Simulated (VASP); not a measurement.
Runs of VASP 6.6.1 on Cl. The structure is that of space group P6_3/mmc (No. 194), or close to it. The cells are those of the table. 

| cell | gap on the mesh (eV) | pressure (GPa) |
| --- | --- | --- |
| a = 3.309, b = 3.309, c = 3.904 Å, angles 90.0, 90.0, 120.0°, 2 atoms | none | 4.7 |
| a = 2.205, b = 2.205, c = 3.908 Å, angles 90.0, 90.0, 120.0°, 2 atoms | none | 252.4 |
| a = 3.126, b = 3.126, c = 3.887 Å, angles 90.0, 90.0, 120.0°, 2 atoms | none | 13.5 |
| a = 2.930, b = 2.930, c = 3.872 Å, angles 90.0, 90.0, 120.0°, 2 atoms | none | (a) |

Alike in all rows: task single point; level PBEsol; potentials or basis VASP PAW PBE potentials, release 64 (Cl); no spin polarisation; k mesh 15 × 15 × 8; cutoff (eV) 520; smearing fermi-dirac 0.08 eV.

Task: Fill in the values left out.

Result: (a) 29.3.

Caveats: the cell stands under pressure; the PAW data sets were made with another functional, which shifts forces and pressure a little.

A gap of «none» marks levels without a gap at the run's occupations.
